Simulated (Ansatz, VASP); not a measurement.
One calculation of BaTiO3, two programs

The input INCAR:

```
SYSTEM = BaTiO3
PREC     = Accurate       ! precision mode
ENCUT    = 520            ! plane-wave cutoff, eV
EDIFF    = 1E-7           ! SCF threshold, eV
ISMEAR   = 0              ! smearing method
SIGMA    = 0.01           ! smearing width, eV
LREAL    = .False.        ! projectors in reciprocal space
LASPH    = .True.         ! aspherical terms in the spheres
NELM     = 150            ! most SCF steps
ALGO     = Normal         ! electronic algorithm
ISIF     = 2              ! what is computed and relaxed
LWAVE    = .False.        ! write WAVECAR
LCHARG   = .False.        ! write CHGCAR
LMAXMIX  = 4              ! l up to which the mixer works
LDAU     = .True.         ! DFT+U
LDAUTYPE = 2            
LDAUL    = -1 2 -1        ! shell
LDAUU    = 0 1 0          ! U, eV
LDAUJ    = 0 0 0        
LDAUPRINT= 1            
GGA      = PE             ! functional
NBANDS   = 28             ! bands
```

File KPOINTS:

```
regular mesh
0
Gamma
  4 4 4
  0 0 0
```

POSCAR

```
BaTiO3
1.0
    3.9998000000      0.0000000000      0.0000000000
    0.0000000000      3.9998000000      0.0000000000
    0.0000000000      0.0000000000      4.0180000000
Ba Ti O
1 1 3
Direct
    0.0000000000      0.0000000000      0.0000000000
    0.5000000000      0.5000000000      0.4900000000
    0.5000000000      0.5000000000      0.0190000000
    0.5000000000      0.0000000000      0.5170000000
    0.0000000000      0.5000000000      0.5170000000
```

Input for Ansatz:

```yaml
crystal:
  lattice:
    - [3.9998, 0.0, 0.0]
    - [0.0, 3.9998, 0.0]
    - [0.0, 0.0, 4.018]
  atoms:
    - { symbol: Ba, position: [0.0, 0.0, 0.0] }
    - { symbol: Ti, position: [0.5, 0.5, 0.49] }
    - { symbol: O, position: [0.5, 0.5, 0.019] }
    - { symbol: O, position: [0.5, 0.0, 0.517] }
    - { symbol: O, position: [0.0, 0.5, 0.517] }
kpoints:
  mp_grid:
    grid: [4, 4, 4]
    shift: [0.0, 0.0, 0.0]
hamiltonian:
  xc: pbe
  hubbard:
    - { species: Ti, l: d, u_eff: 1.0 }
scf:
  occupations:
    method: fixed
output:
  eigenvalues: true
```

Alike in both runs: task single point; functional PBE; k mesh 4 × 4 × 4; no spin polarisation; Hubbard terms Ti d U = 1.0 eV.

|  | VASP | Ansatz |
| --- | --- | --- |
| version | VASP 6.6.1 | Ansatz 0.2.0 |
| potentials or method | VASP PAW PBE potentials, release 64 (Ba_sv, Ti_sv, O) | plane waves, PAW |
| plane-wave cutoff (eV) | 520 | 420 |
| occupations | gaussian, width 0.01 eV | fixed |
| valence electrons in the cell | 40 | 40 |

```csv
,VASP,Ansatz,Ansatz less VASP
gap on the k mesh at the Fermi level (eV),1.87,1.93,+0.057
```

The programs project onto different local orbitals, so the same U acts differently, and such runs can settle in different states.

Spin-orbit coupling is off throughout.
